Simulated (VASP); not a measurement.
A run of VASP 6.6.1 is set up as follows.

The input INCAR:

```
  PREC = Accurate
  ENCUT = 600
  EDIFF = 1E-6
  ISMEAR = 0
  SIGMA = 0.1
  LREAL = F
  LASPH = T
  NELM = 60
  ALGO = Normal
  ISIF = 3
  LWAVE = F
  LCHARG = F
  GGA = PE
  IBRION = 2
  NSW = 100
  EDIFFG = -0.01
```

The input KPOINTS:

```
Automatic mesh
0
Gamma
  6 6 6
```

POSCAR

```
CsBe3S3
1.0
    6.2157797375      0.0000000000      0.0000000000
    0.0000000000      6.2157797375      0.0000000000
    0.0000000000      0.0000000000      6.2157797375
Cs Be S
2 6 6
Direct
    0.5000000000      0.5000000000      0.5000000000
    0.0000000000      0.0000000000      0.0000000000
    0.5000000000      0.0000000000      0.7500000000
    0.7500000000      0.5000000000      0.0000000000
    0.0000000000      0.7500000000      0.5000000000
    0.5000000000      0.0000000000      0.2500000000
    0.2500000000      0.5000000000      0.0000000000
    0.0000000000      0.2500000000      0.5000000000
    0.0000000000      0.5000000000      0.7500000000
    0.7500000000      0.0000000000      0.5000000000
    0.5000000000      0.7500000000      0.0000000000
    0.0000000000      0.5000000000      0.2500000000
    0.2500000000      0.0000000000      0.5000000000
    0.5000000000      0.2500000000      0.0000000000
```

Potentials or basis: VASP PAW PBE potentials, release 64 (Cs_sv, Be, S).

Run with:

```sh
$ cat potpaw_PBE.64/Cs_sv/POTCAR potpaw_PBE.64/Be/POTCAR potpaw_PBE.64/S/POTCAR > POTCAR
$ mpirun -np 1 vasp_std > vasp.out
```

What does it give for the relaxed volume?

17.21 Å³/atom.

Estimate the band gap on the k mesh.

zero (bands 33 and 34 overlap by 1.63 eV).

Estimate the space group after relaxing (to 0.1 Å).

Pm-3n (No. 223).

What does it give for the relaxed cell?

a = 6.223 Å, b = 6.223 Å, c = 6.223 Å, α = 90.00°, β = 90.00°, γ = 90.00°.

The path:
```csv
step,energy change (eV),largest force (eV/Å),pressure (GPa),volume (Å³)
1,0.0000,0.0000,0.23,240.15
2,-0.0006,0.0000,-0.01,241.01
```

Caveat: spin-orbit coupling is left out, which moves the levels of the heavy elements.
